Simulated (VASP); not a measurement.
Input of a VASP 6.6.1 run:

INCAR

```
SYSTEM = AlN
PREC = Accurate ; ENCUT = 520
EDIFF = 1E-7 ; ISMEAR = 0
SIGMA = 0.05 ; LREAL = .False.
LASPH = .True. ; NELM = 100
ALGO = Normal ; ISIF = 2
LWAVE = .False. ; LCHARG = .True.
GGA = PE ; LELF = .True.
LVHAR = .True. ; NBANDS = 11
```

File KPOINTS:

```
Automatic mesh
0
Gamma
  10 10 10
  0 0 0
```

File POSCAR:

```
AlN
1.0
    0.0000000000      2.2012588983      2.2012588983
    2.2012588983      0.0000000000      2.2012588983
    2.2012588983      2.2012588983      0.0000000000
Al N
1 1
Direct
   -0.0057189861      0.0057189861      0.0057189861
    0.7610164234      0.7389835766      0.7389835766
```

Potentials or basis: VASP PAW PBE potentials, release 64 (Al, N).

Run with:

```bash
$ cat potpaw_PBE.64/Al/POTCAR potpaw_PBE.64/N/POTCAR > POTCAR
$ mpirun -np 1 vasp_std > vasp.out
```

**Question.** What does it give for the pressure?

**Answer.** 0.4 GPa.

**Question.** What does it give for the largest force?

**Answer.** 1.005 eV/Å.

**Question.** What does it give for the band gap on the k mesh?

**Answer.** 3.11 eV (least direct gap 3.79 eV).

Forces on the atoms (eV/Å):
```
Al  -1.005  0.000  0.000
N    1.005  0.000  0.000
```

Caveat: the cell differs from its parent crystal (atoms displaced along a vibrational mode); forces of over 1 eV/Å act on the atoms, so gaps and moduli don't describe the material at rest. A k mesh can miss the band edges.
